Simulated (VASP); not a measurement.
Runs of VASP 6.6.1 on KMgF3. The structure is that of space group Pm-3m (No. 221), or close to it. The cells are those of the table. 

```csv
cell,gap on the mesh (eV),pressure (GPa)
"a = 4.033 Å, 5 atoms",7.04,0.7
"a = 3.853 Å, 5 atoms",8.12,(b)
"a = 3.979 Å, 5 atoms",(a),(c)
"a = 3.703 Å, 5 atoms",9.22,32.8
"a = 4.085 Å, 5 atoms",6.77,-1.8
```

Alike in all rows: task single point; level PBE; potentials or basis VASP PAW PBE potentials, release 64 (K_sv, Mg, F); no spin polarisation; k mesh 6 × 6 × 6; cutoff (eV) 520; smearing gaussian 0.01 eV.

Q: Fill in the values left out.

A: (a) 7.34; (b) 13.8; (c) 3.8.

Caveats: the cell stands under pressure (at least some runs).

A k mesh can miss the band edges.
